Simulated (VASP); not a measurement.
# Si (Ia-3) in VASP: notebook

The runs below take Si through single point, with PBE.

Everything below comes from runs of VASP 6.6.1. Logs are shortened: lines on timing, memory, paths and dates and some standing lists are left out, and cuts for length are marked.

### 1 The cell of the first run

It takes space group Ia-3 (No. 206, cubic). Conventional cell: a = 6.622 Å, b = 6.622 Å, c = 6.622 Å, α = 90.00°, β = 90.00°, γ = 90.00°. Si (site symmetry 3) has 4 Si at 2.36 to 2.38 Å within 3.1 Å.

### 2 Single point, PBE

Input file INCAR:

```
ALGO = Normal
EDIFF = 1E-7
ENCUT = 520
GGA = PE
ISIF = 2
ISMEAR = 1
LASPH = True
LCHARG = False
LREAL = False
LWAVE = False
NBANDS = 26
NELM = 60
PREC = Accurate
SIGMA = 0.3
```

Input file KPOINTS:

```
k-points
0
Gamma
  8 8 8
```

Input file POSCAR:

```
Si
1.0
   -3.3109000000      3.3109000000      3.3109000000
    3.3109000000     -3.3109000000      3.3109000000
    3.3109000000      3.3109000000     -3.3109000000
Si
8
Direct
    0.2060000000      0.2060000000      0.2060000000
    0.5000000000      0.0000000000      0.2940000000
    0.2940000000      0.5000000000      0.0000000000
    0.0000000000      0.2940000000      0.5000000000
    0.7940000000      0.7940000000      0.7940000000
    0.5000000000      0.0000000000      0.7060000000
    0.7060000000      0.5000000000      0.0000000000
    0.0000000000      0.7060000000      0.5000000000
```

Potentials or basis: VASP PAW PBE potentials, release 64 (Si).

On the command line:

```console
> cat potpaw_PBE.64/Si/POTCAR > POTCAR
> mpirun -np 1 vasp_std > vasp.out
```

OUTCAR:

```text
EDIFF = 1E-7
   ENCUT = 520
   GGA = PE
   ISIF = 2
   ISMEAR = 1
   LASPH = True
   LREAL = False
   NELM = 60
   PREC = Accurate

 ion  position               nearest neighbor table
   1  0.206  0.206  0.206-   5 2.36   3 2.38   4 2.38   2 2.38
   2  0.500  0.000  0.294-   6 2.36   4 2.38   1 2.38   3 2.38
   3  0.294  0.500  0.000-   7 2.36   2 2.38   1 2.38   4 2.38
   4  0.000  0.294  0.500-   8 2.36   2 2.38   1 2.38   3 2.38
   5  0.794  0.794  0.794-   1 2.36   6 2.38   7 2.38   8 2.38
   6  0.500  0.000  0.706-   2 2.36   8 2.38   7 2.38   5 2.38
   7  0.706  0.500  0.000-   3 2.36   5 2.38   8 2.38   6 2.38
   8  0.000  0.706  0.500-   4 2.36   6 2.38   5 2.38   7 2.38

  LATTYP: Found a body centered cubic cell.
 ALAT       =     6.6218000000

  Lattice vectors:

 A1 = (  -3.3109000000,   3.3109000000,   3.3109000000)
 A2 = (   3.3109000000,  -3.3109000000,   3.3109000000)
 A3 = (   3.3109000000,   3.3109000000,  -3.3109000000)

Analysis of symmetry for initial positions (statically):
=====================================================================
 Subroutine PRICEL returns:
 Original cell was already a primitive cell.

 Routine SETGRP: Setting up the symmetry group for a
 body centered cubic supercell.

 Subroutine GETGRP returns: Found 24 space group operations
 (whereof  6 operations were pure point group operations)
 out of a pool of 48 trial point group operations.

The static configuration has the point symmetry S_6 .
 The point group associated with its full space group is T_h .

Analysis of symmetry for dynamics (positions and initial velocities):
=====================================================================
 Subroutine PRICEL returns:
 Original cell was already a primitive cell.

 Routine SETGRP: Setting up the symmetry group for a
 body centered cubic supercell.

 Subroutine GETGRP returns: Found 24 space group operations
 (whereof  6 operations were pure point group operations)
 out of a pool of 48 trial point group operations.

The dynamic configuration has the point symmetry S_6 .
 The point group associated with its full space group is T_h .

 Subroutine INISYM returns: Found 24 space group operations
 (whereof  6 operations are pure point group operations),
 and found     1 'primitive' translations

[... 109 lines left out ...]
   NSW    =      0    number of steps for IOM
   IBRION =     -1    ionic relax: 0-MD 1-quasi-New 2-CG
   NFREE  =      0    steps in history (QN), initial steepest desc. (CG)
   ISIF   =      2    stress and relaxation
   ISYM   =      2    0-nonsym 1-usesym 2-fastsym
   POTIM  = 0.5000    time-step for ionic-motion
   TEBEG  =    0.0;   TEEND  =   0.0 temperature during run
   PSTRESS=    0.0 pullay stress
   NELECT =      32.0000    total number of electrons
   NUPDOWN=      -1.0000    fix difference up-down
   EMIN   =  10.00;   EMAX   =-10.00  energy-range for DOS
   EFERMI =   0.00;   METHOD = LEGACY
   ISMEAR =     1;   SIGMA  =   0.30  broadening in eV -4-tet -1-fermi 0-gaus
   EFERMI_NEDOS =   21; number of points for ismear=-14 and -15
   IALGO  =     38    algorithm
   IMIX   =      4    mixing-type and parameters
     AMIX     =   0.40;   BMIX     =  1.00
     AMIX_MAG =   1.60;   BMIX_MAG =  1.00
  volume/ion in A,a.u.               =      18.15       122.46
  Fermi-wavevector in a.u.,A,eV,Ry     =   0.988915  1.868778 13.305844  0.977952
  Thomas-Fermi vector in A             =   2.120476
   LORBIT       =      0    0 simple, 1 ext, 2 COOP (PROOUT), +10 PAW based schemes
   GGA     = PE    functional components
   LHFCALC =     F    Hartree Fock is set to
   AEXX    =    0.0000 exact exchange contribution
   IVDW    =     0    specifies the selected vdW correction
   LEPSILON=     F    determine dielectric tensor
   LRPA    =     F    only Hartree local field effects (RPA)
 non-spin polarized calculation
 Methfessel and Paxton  Order N= 1 SIGMA  =   0.30
  energy-cutoff  :      520.00
  volume of cell :      145.18
 maximum number of plane-waves:      3945
 NGX is ok and might be reduce to    48
   NGX = 21   NGY = 21   NGZ = 21

 number of electron      31.9999998 magnetization

 Free energy of the ion-electron system (eV)
  ---------------------------------------------------
  ext. energy  EPLUGINS =         0.00000000
  ---------------------------------------------------
  free energy    TOTEN  =       -42.11082600 eV

  energy without entropy =      -42.11764385  energy(sigma->0) =      -42.11309862

 E-fermi :   7.1658     XC(G=0): -10.0014

 val. band max:        7.1494095675   @ k =  -0.3750   0.3750   0.3750
 cond. band min:       7.1794744049   @ k =   0.5000   0.5000   0.3750
 fundamental gap:      0.0300648374
 Fermi energy:         7.1658384320

 k-point     1 :       0.0000    0.0000    0.0000
  band No.  band energies     occupation
      1      -5.5427      2.00000
      2      -1.1990      2.00000
      3      -0.7443      2.00000
      4      -0.7443      2.00000
      5      -0.7443      2.00000
      6       0.7061      2.00000
[... 685 lines left out ...]
     25      11.1937     -0.00000
     26      11.7841     -0.00000

 [... further k-points ...]

------------------------ aborting loop because EDIFF is reached ----------------------------------------

  FORCE on cell =-STRESS in cart. coord.  units (eV):
  Direction    XX          YY          ZZ          XY          YZ          ZX
  --------------------------------------------------------------------------------------
  -------------------------------------------------------------------------------------
  Total        0.7971475      0.7971475      0.7971475      0.0000000      0.0000000      0.0000000
  in kB        8.7973345      8.7973345      8.7973345      0.0000000      0.0000000      0.0000000
  external PRESSURE =       8.7973345 kB  Pullay stress =       0.0000000 kB

 VOLUME and BASIS-vectors are now :
 -----------------------------------------------------------------------------
  energy-cutoff  :      520.00
  volume of cell :      145.18
      direct lattice vectors                 reciprocal lattice vectors
    -3.310900000  3.310900000  3.310900000     0.000000000  0.151016340  0.151016340
     3.310900000 -3.310900000  3.310900000     0.151016340  0.000000000  0.151016340
     3.310900000  3.310900000 -3.310900000     0.151016340  0.151016340  0.000000000

 POSITION                                       TOTAL-FORCE (eV/Angst)
 -----------------------------------------------------------------------------------
      0.68205      0.68205      0.68205        -0.103689     -0.103689     -0.103689
     -0.68205      2.62885      0.68205         0.103689      0.103689     -0.103689
      0.68205     -0.68205      2.62885        -0.103689      0.103689      0.103689
      2.62885      0.68205     -0.68205         0.103689     -0.103689      0.103689
      2.62885      2.62885      2.62885         0.103689      0.103689      0.103689
      0.68205      3.99295     -0.68205        -0.103689     -0.103689      0.103689
     -0.68205      0.68205      3.99295         0.103689     -0.103689     -0.103689
      3.99295     -0.68205      0.68205        -0.103689      0.103689     -0.103689
 -----------------------------------------------------------------------------------
    total drift:                               -0.000000     -0.000000      0.000000

  FREE ENERGIE OF THE ION-ELECTRON SYSTEM (eV)
  ---------------------------------------------------
  free  energy   TOTEN  =       -42.1108259999 eV

  energy  without entropy=      -42.1176438482  energy(sigma->0) =      -42.11309862
```

OSZICAR:

```text
N       E                     dE             d eps       ncg     rms          rms(c)
DAV:   1     0.583846542595E+02    0.58385E+02   -0.12105E+04  1820   0.102E+03
DAV:   2    -0.379077741557E+02   -0.96292E+02   -0.88067E+02  2274   0.145E+02
DAV:   3    -0.426397988183E+02   -0.47320E+01   -0.46035E+01  2452   0.286E+01
DAV:   4    -0.427129661698E+02   -0.73167E-01   -0.72929E-01  2256   0.437E+00
DAV:   5    -0.427142462198E+02   -0.12800E-02   -0.12789E-02  2414   0.536E-01    0.937E+00
DAV:   6    -0.422537362131E+02    0.46051E+00   -0.31414E-01  2270   0.237E+00    0.558E+00
DAV:   7    -0.421151995130E+02    0.13854E+00   -0.42504E-01  2298   0.270E+00    0.665E-01
DAV:   8    -0.421107878361E+02    0.44117E-02   -0.66206E-02  2158   0.122E+00    0.341E-01
DAV:   9    -0.421111504637E+02   -0.36263E-03   -0.30166E-03  2276   0.302E-01    0.173E-01
DAV:  10    -0.421108571256E+02    0.29334E-03   -0.49897E-04  2282   0.112E-01    0.601E-02
DAV:  11    -0.421108276629E+02    0.29463E-04   -0.25919E-04  2260   0.670E-02    0.287E-02
DAV:  12    -0.421108269473E+02    0.71566E-06   -0.31942E-05  2132   0.266E-02    0.183E-02
DAV:  13    -0.421108260625E+02    0.88478E-06   -0.14901E-06  2356   0.562E-03    0.209E-03
DAV:  14    -0.421108259999E+02    0.62555E-07   -0.32470E-07  2002   0.247E-03
   1 F= -.42110826E+02 E0= -.42113099E+02  d E =0.681785E-02
```

stdout:

```text
POSCAR found type information on POSCAR Si
 POSCAR found :  1 types and       8 ions
 scaLAPACK will be used
 LDA part: xc-table for (Slater+PW92), standard interpolation
 POSCAR, INCAR and KPOINTS ok, starting setup
 FFT: planning ... GRIDC
 FFT: planning ... GRID_SOFT
 FFT: planning ... GRID
 WAVECAR not read
 entering main loop
```

Wall time 80 s (1 thread of Intel Xeon 6975P-C (Granite Rapids), shared host); peak memory 0.34 GiB.

What came out:

* Free energy: -42.1108 eV
* Pressure: 0.9 GPa
* Largest force: 0.180 eV/Å
* Band gap on the k mesh: zero (bands 16 and 17 overlap by 0.21 eV)

Forces on the atoms (eV/Å):
```
Si  -0.104 -0.104 -0.104
Si   0.104  0.104 -0.104
Si  -0.104  0.104  0.104
Si   0.104 -0.104  0.104
Si   0.104  0.104  0.104
Si  -0.104 -0.104  0.104
Si   0.104 -0.104 -0.104
Si  -0.104  0.104 -0.104
```

Caveat: so wide a smearing shifts energies and pressures; semilocal functionals underestimate gaps, and a narrow one can read as zero.

### 3 Single point, PBE

Input file INCAR:

```
ALGO = Normal ; EDIFF = 1E-6
ENCUT = 520 ; GGA = PE
ISIF = 2 ; ISMEAR = 1
LASPH = True ; LCHARG = False
LREAL = False ; LWAVE = False
NBANDS = 26 ; NELM = 80
PREC = Accurate ; SIGMA = 0.01
```

KPOINTS is that of step 2.

POSCAR is that of step 2.

Potentials or basis: VASP PAW PBE potentials, release 64 (Si).

On the command line:

```console
> cat potpaw_PBE.64/Si/POTCAR > POTCAR
> mpirun -np 1 vasp_std > vasp.out
```

Run time: 66 s. Hardware: 1 thread of Intel Xeon 6975P-C (Granite Rapids), shared host; peak memory 0.34 GiB.

The run converged. Its results:

```
Free energy            : -42.1117 eV
Pressure               : 0.9 GPa
Largest force          : 0.197 eV/Å
Band gap on the k mesh : zero (bands 16 and 17 overlap by 0.21 eV)
```

Forces in eV/Å, atoms in the order of the input:
```
Si  -0.114 -0.114 -0.114
Si   0.114  0.114 -0.114
Si  -0.114  0.114  0.114
Si   0.114 -0.114  0.114
Si   0.114  0.114  0.114
Si  -0.114 -0.114  0.114
Si   0.114 -0.114 -0.114
Si  -0.114  0.114 -0.114
```

Levels at points of the mesh, in eV from the Fermi level:
```tsv
k point	band 14	band 15	band 16	band 17	band 18	band 19
(0.00, 0.00, 0.00)	-1.53	-1.53	-0.81	1.73	1.73	1.73
(0.50, 0.00, 0.00)	-2.13	-1.34	-1.34	0.34	0.34	1.99
(0.50, 0.50, 0.50)	-0.72	0.21	0.21	0.21	2.83	2.83
```

Caveat: semilocal functionals underestimate gaps, and a narrow one can read as zero.

The gap in the log of VASP goes by the Fermi energy; the results here count the filled bands.